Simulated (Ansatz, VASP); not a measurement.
**One calculation of Ti, two programs**

```
CELL_PARAMETERS angstrom
-1.67382 1.64100 1.64100
1.64100 -1.67382 1.64100
1.64100 1.64100 -1.67382
ATOMIC_POSITIONS crystal
Ti 0.00000 0.00000 0.00000
```

Change from the starting cell: equal xy, yz and zx shear strains of -2 %, crystal datasets.

Alike in both runs: task electric field gradients; functional PBEsol; k mesh 17 × 17 × 17; occupations fermi-dirac, width 0.08 eV; no spin polarisation.

|  | VASP | Ansatz |
| --- | --- | --- |
| version | VASP 6.6.1 | Ansatz 0.2.0 |
| potentials or method | VASP PAW PBE potentials, release 64 (Ti_sv), cutoff 400 eV | all-electron PAW with datasets made for the crystal, scalar-relativistic |

Ansatz gave:

* pressure (GPa): -6.5
* traceless stress, the component that is largest in VASP (GPa): 0.63
* size of Vzz on the site where it differs most (V/Å²): 9.6

Question: What did VASP give for the same quantities?

Answer: Pressure (GPa): -7.3; traceless stress, the component that is largest in VASP (GPa): 0.64; size of Vzz on the site where it differs most (V/Å²): 9.7.

VASP's potentials were made for PBE, not for PBEsol. Ansatz ran all-electron here, and VASP with PAW potentials.
